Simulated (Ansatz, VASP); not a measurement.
## One calculation of Sr2AlO, two programs

Contents of INCAR:

```
SYSTEM = Sr2AlO
PREC     = Accurate       ! precision mode
ENCUT    = 520            ! plane-wave cutoff, eV
EDIFF    = 1E-7           ! SCF threshold, eV
ISMEAR   = 0              ! smearing method
SIGMA    = 0.1            ! smearing width, eV
LREAL    = .FALSE.        ! projectors in reciprocal space
LASPH    = .TRUE.         ! aspherical terms in the spheres
NELM     = 150            ! most SCF steps
ALGO     = Normal         ! electronic algorithm
ISIF     = 2              ! what is computed and relaxed
LWAVE    = .FALSE.        ! write WAVECAR
LCHARG   = .FALSE.        ! write CHGCAR
ISPIN    = 2              ! spin polarisation
MAGMOM   = 0 0 0 1        ! initial moments
LORBIT   = 11             ! projections on sites
GGA      = PE             ! functional
NBANDS   = 26             ! bands
```

KPOINTS

```
Automatic mesh
0
G
  6 6 4
  0 0 0
```

Contents of POSCAR:

```
Sr2AlO
1.0
    4.9889408400      0.0000000000      0.0000000000
   -2.4944704200      4.3205495100      0.0000000000
    0.0000000000      0.0000000000      4.7860650500
Sr Al O
2 1 1
Direct
    0.3333333300      0.6666666700      0.9218877700
    0.6666666700      0.3333333300      0.9218877700
    0.0000000000      0.0000000000      0.6120277500
    0.0000000000      0.0000000000      0.8995459000
```

Input for Ansatz:

```yaml
crystal:
  lattice:
    - [4.98894084, 0.0, 0.0]
    - [-2.49447042, 4.32054951, 0.0]
    - [0.0, 0.0, 4.78606505]
  atoms:
    - { symbol: Sr, position: [0.33333333, 0.66666667, 0.92188777] }
    - { symbol: Sr, position: [0.66666667, 0.33333333, 0.92188777] }
    - { symbol: Al, position: [0.0, 0.0, 0.61202775] }
    - { symbol: O, position: [0.0, 0.0, 0.8995459], spin: 1.0 }
basis:
  ecutwfc: 420
kpoints:
  mp_grid: { grid: [6, 6, 4] }
hamiltonian:
  xc: pbe
scf:
  occupations: { method: gaussian, width: 0.1 }
  lower_state_search: "off"
output:
  forces: true
  stress: true
  eigenvalues: true
  populations: true
magnetization:
  spin_polarized: true
```

Alike in both runs: task single point; functional PBE; k mesh 6 × 6 × 4; occupations gaussian, width 0.1 eV; collinear spin.

|  | VASP | Ansatz |
| --- | --- | --- |
| version | VASP 6.6.1 | Ansatz 0.2.0 |
| potentials or method | VASP PAW PBE potentials, release 64 (Sr_sv, Al, O), cutoff 520 eV | scalar-relativistic, plane waves, PAW |
| valence electrons in the cell | 29 | 29 |

|  | VASP | Ansatz | Ansatz less VASP |
| --- | --- | --- | --- |
| gap on the k mesh at the Fermi level (eV) | none | none | - |
| pressure (GPa) | 18.9 | 18.9 | -0.02 |
| traceless stress, the component that is largest in VASP (GPa) | 21.76 | 22.10 | +0.349 |
| rms of the force components (eV/Å) | 9.652 | 9.715 | +0.0634 |
| net moment per atom (μB) | 0.00 | 0.00 | 0.000 |

Atom by atom the forces differ by 0.064 eV/Å (rms over components). A gap of «none» marks a metal or a gap that the smearing closes. With one functional, cell and mesh, what is left measures potentials, basis and numerics. Ansatz's warnings: seeded moment not kept.
